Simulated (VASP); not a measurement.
# InO in VASP: notebook

The runs below take InO through single point, with PBEsol+D3(BJ).

All numbers are computed with VASP 6.6.1; they aren't measurements. Logs are shortened: lines on timing, memory, paths and dates and some standing lists are left out, and cuts for length are marked.

## Step 1: The cell of the first run

The cell holds a slab with vacuum, 4 atoms: a = 3.375 Å, b = 3.375 Å, c = 15.784 Å, α = 90.00°, β = 90.00°, γ = 120.00°.

## Step 2: Single point, PBEsol+D3(BJ)

Input file INCAR:

```
SYSTEM = InO
PREC = Accurate ; ENCUT = 520
EDIFF = 1E-6 ; ISMEAR = 0
SIGMA = 0.05 ; LREAL = .FALSE.
LASPH = .TRUE. ; NELM = 80
ALGO = Normal ; ISIF = 2
LWAVE = .FALSE. ; LCHARG = .TRUE.
GGA = PS ; IVDW = 12
LELF = .TRUE. ; LVHAR = .TRUE.
NBANDS = 27
```

Input file KPOINTS:

```
Automatic mesh
0
G
  12 12 2
  0 0 0
```

Input file POSCAR:

```
InO
1.0
    3.3751573176      0.0000000000      0.0000000000
   -1.6875786588      2.9229719788      0.0000000000
    0.0000000000      0.0000000000     15.7840544995
In O
2 2
Direct
    0.6666666667      0.3333333333      0.5886730781
    0.6666666667      0.3333333333      0.4113269219
    0.0000000000      0.0000000000      0.6398171659
    0.0000000000      0.0000000000      0.3601828341
```

Potentials or basis: VASP PAW PBE potentials, release 64 (In_d, O).

The run is started by

```bash
> cat potpaw_PBE.64/In_d/POTCAR potpaw_PBE.64/O/POTCAR > POTCAR
> mpirun -np 1 vasp_std > vasp.out
```

OUTCAR:

```text
SYSTEM = InO
   PREC = Accurate
   ENCUT = 520
   EDIFF = 1E-6
   ISMEAR = 0
   LREAL = .FALSE.
   LASPH = .TRUE.
   NELM = 80
   ISIF = 2
   GGA = PS
   IVDW = 12
 IVDW          = 12

 ion  position               nearest neighbor table
   1  0.667  0.333  0.589-   3 2.11   3 2.11   3 2.11   2 2.80
   2  0.667  0.333  0.411-   4 2.11   4 2.11   4 2.11   1 2.80
   3  0.000  0.000  0.640-   1 2.11   1 2.11   1 2.11
   4  0.000  0.000  0.360-   2 2.11   2 2.11   2 2.11

  LATTYP: Found a hexagonal cell.
 ALAT       =     3.3751573176
 C/A-ratio  =     4.6765389030

  Lattice vectors:

 A1 = (   3.3751573176,   0.0000000000,   0.0000000000)
 A2 = (  -1.6875786588,   2.9229719788,   0.0000000000)
 A3 = (   0.0000000000,   0.0000000000,  15.7840544995)

Analysis of symmetry for initial positions (statically):
=====================================================================
 Subroutine PRICEL returns:
 Original cell was already a primitive cell.

 Routine SETGRP: Setting up the symmetry group for a
 hexagonal supercell.

 Subroutine GETGRP returns: Found 12 space group operations
 (whereof 12 operations were pure point group operations)
 out of a pool of 24 trial point group operations.

The static configuration has the point symmetry D_3h.

Analysis of symmetry for dynamics (positions and initial velocities):
=====================================================================
 Subroutine PRICEL returns:
 Original cell was already a primitive cell.

 Routine SETGRP: Setting up the symmetry group for a
 hexagonal supercell.

 Subroutine GETGRP returns: Found 12 space group operations
 (whereof 12 operations were pure point group operations)
 out of a pool of 24 trial point group operations.

The dynamic configuration has the point symmetry D_3h.

 Subroutine INISYM returns: Found 12 space group operations
 (whereof 12 operations are pure point group operations),
 and found     1 'primitive' translations

----------------------------------------------------------------------------------------

                                     Primitive cell

  volume of cell :     155.7174

  direct lattice vectors                    reciprocal lattice vectors
     3.375157318  0.000000000  0.000000000     0.296282486  0.171058773  0.000000000
    -1.687578659  2.922971979  0.000000000     0.000000000  0.342117546  0.000000000
     0.000000000  0.000000000 15.784054499     0.000000000  0.000000000  0.063355078

  length of vectors
     3.375157318  3.375157318 15.784054499     0.342117546  0.342117546  0.063355078

  position of ions in fractional coordinates (direct lattice)
     0.666666667  0.333333333  0.588673078
     0.666666667  0.333333333  0.411326922
     0.000000000  0.000000000  0.639817166
     0.000000000  0.000000000  0.360182834

  ion indices of the primitive-cell ions
   primitive index   ion index
                 1           1
                 2           2
                 3           3
                 4           4

----------------------------------------------------------------------------------------

 KPOINTS: Automatic mesh

Automatic generation of k-mesh.
 Grid dimensions read from file:
 generate k-points for:   12   12    2

 Generating k-lattice:

  Cartesian coordinates                     Fractional coordinates (reciprocal lattice)
     0.024690207  0.014254898  0.000000000     0.083333333  0.000000000  0.000000000
     0.000000000  0.028509795  0.000000000     0.000000000  0.083333333  0.000000000
     0.000000000  0.000000000  0.031677539     0.000000000  0.000000000  0.500000000

  Length of vectors
     0.028509795  0.028509795  0.031677539

  Shift w.r.t. Gamma in fractional coordinates (k-lattice)
     0.000000000  0.000000000  0.000000000

 Subroutine IBZKPT returns following result:
 ===========================================

 Found     38 irreducible k-points:

 Following reciprocal coordinates:
            Coordinates               Weight
  0.000000  0.000000  0.000000      1.000000
  0.083333  0.000000  0.000000      6.000000
  0.166667  0.000000  0.000000      6.000000
  0.250000  0.000000  0.000000      6.000000
  0.333333  0.000000  0.000000      6.000000
  0.416667  0.000000  0.000000      6.000000
[... 16 lines left out ...]
  0.250000  0.000000  0.500000      6.000000
  0.333333  0.000000  0.500000      6.000000
 [... further k-points ...]
   k-points           NKPTS =     38   k-points in BZ     NKDIM =     38   number of bands    NBANDS=     27
   number of dos      NEDOS =    301   number of ions     NIONS =      4
   total plane-waves  NPLWV =  94080
   dimension x,y,z NGX =    28 NGY =   28 NGZ =  120
   dimension x,y,z NGXF=    56 NGYF=   56 NGZF=  240
   ions per type =               2   2
   NGX,Y,Z   is equivalent  to a cutoff of  13.79, 13.79, 12.64 a.u.
   NGXF,Y,Z  is equivalent  to a cutoff of  27.58, 27.58, 25.28 a.u.
 SYSTEM =  InO
   PREC   = accura    normal or accurate (medium, high low for compatibility)
   ISTART =      0    job   : 0-new  1-cont  2-samecut
   ICHARG =      2    charge: 1-file 2-atom 10-const
   ISPIN  =      1    spin polarized calculation?
   LNONCOLLINEAR =      F non collinear calculations
   LSORBIT =      F    spin-orbit coupling
   LASPH  =      T    aspherical Exc in radial PAW
   ENCUT  =  520.0 eV  38.22 Ry    6.18 a.u.   6.28  6.28 29.35*2*pi/ulx,y,z
   NELM   =     80;   NELMIN=  2; NELMDL= -5     # of ELM steps
   EDIFF  = 0.1E-05   stopping-criterion for ELM
   LREAL  =      F    real-space projection
   EDIFFG = 0.1E-04   stopping-criterion for IOM
   NSW    =      0    number of steps for IOM
   IBRION =     -1    ionic relax: 0-MD 1-quasi-New 2-CG
   NFREE  =      0    steps in history (QN), initial steepest desc. (CG)
   ISIF   =      2    stress and relaxation
   ISYM   =      2    0-nonsym 1-usesym 2-fastsym
   POTIM  = 0.5000    time-step for ionic-motion
   TEBEG  =    0.0;   TEEND  =   0.0 temperature during run
   PSTRESS=    0.0 pullay stress
   NELECT =      38.0000    total number of electrons
   NUPDOWN=      -1.0000    fix difference up-down
   EMIN   =  10.00;   EMAX   =-10.00  energy-range for DOS
   EFERMI =   0.00;   METHOD = LEGACY
   ISMEAR =     0;   SIGMA  =   0.05  broadening in eV -4-tet -1-fermi 0-gaus
   EFERMI_NEDOS =   21; number of points for ismear=-14 and -15
   IALGO  =     38    algorithm
   IMIX   =      4    mixing-type and parameters
     AMIX     =   0.40;   BMIX     =  1.00
     AMIX_MAG =   1.60;   BMIX_MAG =  1.00
  volume/ion in A,a.u.               =      38.93       262.71
  Fermi-wavevector in a.u.,A,eV,Ry     =   1.023035  1.933255 14.239852  1.046600
  Thomas-Fermi vector in A             =   2.156746
   LORBIT       =      0    0 simple, 1 ext, 2 COOP (PROOUT), +10 PAW based schemes
   GGA     = PS    functional components
   LHFCALC =     F    Hartree Fock is set to
   AEXX    =    0.0000 exact exchange contribution
   IVDW    =    12    specifies the selected vdW correction
   LEPSILON=     F    determine dielectric tensor
   LRPA    =     F    only Hartree local field effects (RPA)
 non-spin polarized calculation
 Gauss-broadening in eV      SIGMA  =   0.05
  energy-cutoff  :      520.00
  volume of cell :      155.72
 maximum number of plane-waves:      4258
 NGX is ok and might be reduce to    28
   NGX = 13   NGY = 13   NGZ = 59

 number of electron      38.0000000 magnetization

 Free energy of the ion-electron system (eV)
  ---------------------------------------------------
  ext. energy  EPLUGINS =         0.00000000
  ---------------------------------------------------
  free energy    TOTEN  =       -20.81284953 eV

  energy without entropy =      -20.81284953  energy(sigma->0) =      -20.81284953

 E-fermi :  -1.3270     XC(G=0):  -5.0431

 val. band max:       -1.5530645725   @ k =   0.3333   0.3333   0.5000
 cond. band min:      -1.0553087065   @ k =   0.0000   0.0000   0.5000
 fundamental gap:      0.4977558659
 Fermi energy:        -1.3269835367

 k-point     1 :       0.0000    0.0000    0.0000
  band No.  band energies     occupation
      1     -19.4127      2.00000
      2     -19.3883      2.00000
      3     -15.0596      2.00000
      4     -15.0596      2.00000
      5     -15.0076      2.00000
      6     -15.0076      2.00000
[... 19 lines left out ...]
     26       8.2438      0.00000
     27       8.2438      0.00000

 k-point     2 :       0.0833    0.0000    0.0000
  band No.  band energies     occupation
      1     -19.4000      2.00000
      2     -19.3770      2.00000
      3     -15.0890      2.00000
      4     -15.0390      2.00000
      5     -14.9859      2.00000
      6     -14.9852      2.00000
[... 19 lines left out ...]
     26       7.2669      0.00000
     27       8.0969      0.00000

 k-point     3 :       0.1667    0.0000    0.0000
  band No.  band energies     occupation
      1     -19.3674      2.00000
      2     -19.3481      2.00000
      3     -15.1003      2.00000
      4     -14.9872      2.00000
      5     -14.9243      2.00000
      6     -14.9209      2.00000
[... 19 lines left out ...]
     26       7.2584      0.00000
     27       7.7685      0.00000

 k-point     4 :       0.2500    0.0000    0.0000
  band No.  band energies     occupation
      1     -19.3294      2.00000
      2     -19.3140      2.00000
      3     -15.0835      2.00000
      4     -14.9337      2.00000
      5     -14.8500      2.00000
      6     -14.8440      2.00000
[... 19 lines left out ...]
     26       7.4258      0.00000
     27       7.7375      0.00000
[... 516 lines left out ...]
      4     -14.9872      2.00000
      5     -14.9243      2.00000
      6     -14.9209      2.00000
[... 19 lines left out ...]
     26       7.7685      0.00000
     27       7.9550      0.00000

 k-point    23 :       0.2500    0.0000    0.5000
  band No.  band energies     occupation
      1     -19.3294      2.00000
      2     -19.3140      2.00000
      3     -15.0835      2.00000
      4     -14.9337      2.00000
      5     -14.8500      2.00000
      6     -14.8440      2.00000
[... 19 lines left out ...]
     26       7.2110      0.00000
     27       7.4258      0.00000

 k-point    24 :       0.3333    0.0000    0.5000
  band No.  band energies     occupation
      1     -19.2988      2.00000
      2     -19.2861      2.00000
      3     -15.0630      2.00000
      4     -14.9074      2.00000
      5     -14.8740      2.00000
      6     -14.7998      2.00000
[... 19 lines left out ...]
     26       7.1561      0.00000
     27       7.6159      0.00000

 [... further k-points ...]

------------------------ aborting loop because EDIFF is reached ----------------------------------------

 Edisp (eV)   -0.52061

 E8    (eV) :    -0.3611

  FORCE on cell =-STRESS in cart. coord.  units (eV):
  Direction    XX          YY          ZZ          XY          YZ          ZX
  --------------------------------------------------------------------------------------
  -------------------------------------------------------------------------------------
  Total       0.17567     0.17567    -0.01963    -0.00000     0.00000     0.00000
  in kB       1.80742     1.80742    -0.20195    -0.00000     0.00000     0.00000
  external pressure =        1.14 kB  Pullay stress =        0.00 kB

 VOLUME and BASIS-vectors are now :
 -----------------------------------------------------------------------------
  energy-cutoff  :      520.00
  volume of cell :      155.72
      direct lattice vectors                 reciprocal lattice vectors
     3.375157318  0.000000000  0.000000000     0.296282486  0.171058773  0.000000000
    -1.687578659  2.922971979  0.000000000     0.000000000  0.342117546  0.000000000
     0.000000000  0.000000000 15.784054499     0.000000000  0.000000000  0.063355078

 POSITION                                       TOTAL-FORCE (eV/Angst)
 -----------------------------------------------------------------------------------
      1.68758      0.97432      9.29165         0.000000     -0.000000     -0.035776
      1.68758      0.97432      6.49241         0.000000     -0.000000      0.035776
      0.00000      0.00000     10.09891        -0.000000      0.000000      0.038313
      0.00000      0.00000      5.68515        -0.000000     -0.000000     -0.038313
 -----------------------------------------------------------------------------------
    total drift:                               -0.000001      0.000001      0.000000

  FREE ENERGIE OF THE ION-ELECTRON SYSTEM (eV)
  ---------------------------------------------------
  free  energy   TOTEN  =       -21.3334611823 eV

  energy  without entropy=      -21.3334611823  energy(sigma->0) =      -21.33346118
```

It took 2.2 min on 1 thread of AMD EPYC 9R45 (Zen 5), shared host; peak memory 0.34 GiB.

What came out:

```yaml
Free_energy: -21.3335 eV
Largest_force: 0.038 eV/Å
Band_gap_on_the_k_mesh: 0.50 eV (least direct gap 1.27 eV)
Dispersion_energy_per_atom: -0.130 eV
```

Forces in eV/Å, atoms in the order of the input:
```
In   0.000  0.000 -0.036
In   0.000  0.000  0.036
O    0.000  0.000  0.038
O    0.000  0.000 -0.038
```

Caveat: the PAW data sets were made with another functional, which shifts forces and pressure a little; spin-orbit coupling is left out, which moves the levels of the heavy elements.

## Step 3: Single point, PBEsol+D3(BJ)

Input file INCAR:

```
  ALGO = Normal
  EDIFF = 1E-7
  ENCUT = 520
  GGA = PS
  ISIF = 2
  ISMEAR = 0
  IVDW = 12
  LASPH = T
  LCHARG = F
  LREAL = F
  LWAVE = F
  NBANDS = 27
  NELM = 80
  PREC = Accurate
  SIGMA = 0.02
```

Input file KPOINTS:

```
k-points
0
Gamma
  12 12 4
```

POSCAR is that of step 2.

Potentials or basis: VASP PAW PBE potentials, release 64 (In_d, O).

The run is started by

```bash
> cat potpaw_PBE.64/In_d/POTCAR potpaw_PBE.64/O/POTCAR > POTCAR
> mpirun -np 1 vasp_std > vasp.out
```

Wall time 3.7 min (1 thread of AMD EPYC 9R45 (Zen 5), shared host); peak memory 0.39 GiB.

It converged, with:

```
Free energy                : -21.3334 eV
Largest force              : 0.038 eV/Å
Band gap on the k mesh     : 0.50 eV (least direct gap 1.27 eV)
Dispersion energy per atom : -0.130 eV
```

Forces in eV/Å, atoms in the order of the input:
```
In   0.000  0.000 -0.036
In   0.000  0.000  0.036
O    0.000  0.000  0.038
O    0.000  0.000 -0.038
```

Levels at points of the mesh, in eV from the valence-band top:
```tsv
k point	band 17	band 18	band 19	band 20	band 21	band 22
(0.00, 0.00, 0.00)	-1.67	-1.67	-0.77	0.50	3.43	6.35
(0.50, 0.00, 0.00)	-2.56	-2.10	-0.29	2.27	4.50	5.44
(0.00, 0.00, 0.50)	-1.67	-1.67	-0.77	0.50	3.43	6.14
(0.50, 0.00, 0.50)	-2.56	-2.10	-0.29	2.27	4.50	5.44
```

Caveat: the PAW data sets were made with another functional, which shifts forces and pressure a little; spin-orbit coupling is left out, which moves the levels of the heavy elements.

## Step 4: Single point, PBEsol+D3(BJ)

Input file INCAR:

```
SYSTEM = InO
ALGO     = Normal         ! electronic algorithm
EDIFF    = 1E-7           ! SCF threshold, eV
ENCUT    = 520            ! plane-wave cutoff, eV
GGA      = PS             ! functional
ISIF     = 2              ! what is computed and relaxed
ISMEAR   = 0              ! smearing method
IVDW     = 12             ! dispersion correction
LASPH    = .True.         ! aspherical terms in the spheres
LCHARG   = .False.        ! write CHGCAR
LREAL    = .False.        ! projectors in reciprocal space
LWAVE    = .False.        ! write WAVECAR
NBANDS   = 27             ! bands
NELM     = 80             ! most SCF steps
PREC     = Accurate       ! precision mode
SIGMA    = 0.05           ! smearing width, eV
```

Input file KPOINTS:

```
k-points
0
Gamma
  12 12 4
  0 0 0
```

POSCAR is that of step 3.

The run is started by

```bash
> cat potpaw_PBE.64/In_d/POTCAR potpaw_PBE.64/O/POTCAR > POTCAR
> mpirun -np 1 vasp_std > vasp.out
```

Wall time 3.3 min (1 thread of AMD EPYC 9R45 (Zen 5), shared host); peak memory 0.39 GiB.

The run converged. Its results:

```
Free energy                : -21.3334 eV
Largest force              : 0.038 eV/Å
Band gap on the k mesh     : 0.50 eV (least direct gap 1.27 eV)
Dispersion energy per atom : -0.130 eV
```

Forces in eV/Å, atoms in the order of the input:
```
In   0.000  0.000 -0.036
In   0.000  0.000  0.036
O    0.000  0.000  0.038
O    0.000  0.000 -0.038
```

Levels at points of the mesh, in eV from the valence-band top:
```csv
k point,band 17,band 18,band 19,band 20,band 21,band 22
"(0.00, 0.00, 0.00)",-1.67,-1.67,-0.77,0.50,3.43,6.35
"(0.50, 0.00, 0.00)",-2.56,-2.10,-0.29,2.27,4.50,5.44
"(0.00, 0.00, 0.50)",-1.67,-1.67,-0.77,0.50,3.43,6.14
"(0.50, 0.00, 0.50)",-2.56,-2.10,-0.29,2.27,4.50,5.44
```

Caveat: the PAW data sets were made with another functional, which shifts forces and pressure a little; spin-orbit coupling is left out, which moves the levels of the heavy elements.

## Step 5: The runs side by side

| k mesh | smearing | gap on the mesh (eV) | largest force (eV/Å) |
| --- | --- | --- | --- |
| 12 × 12 × 2 | gaussian 0.05 eV | 0.50 | 0.04 |
| 12 × 12 × 4 | gaussian 0.02 eV | 0.50 | 0.04 |
| 12 × 12 × 4 | gaussian 0.05 eV | 0.50 | 0.04 |

Alike in all rows: task single point; level PBEsol+D3(BJ); potentials or basis VASP PAW PBE potentials, release 64 (In_d, O); no spin polarisation; cell as given; cutoff (eV) 520.

Caveats: the PAW data sets were made with another functional, which shifts forces and pressure a little; spin-orbit coupling is left out, which moves the levels of the heavy elements.

Absolute energies hang on the potentials; compare differences alone.
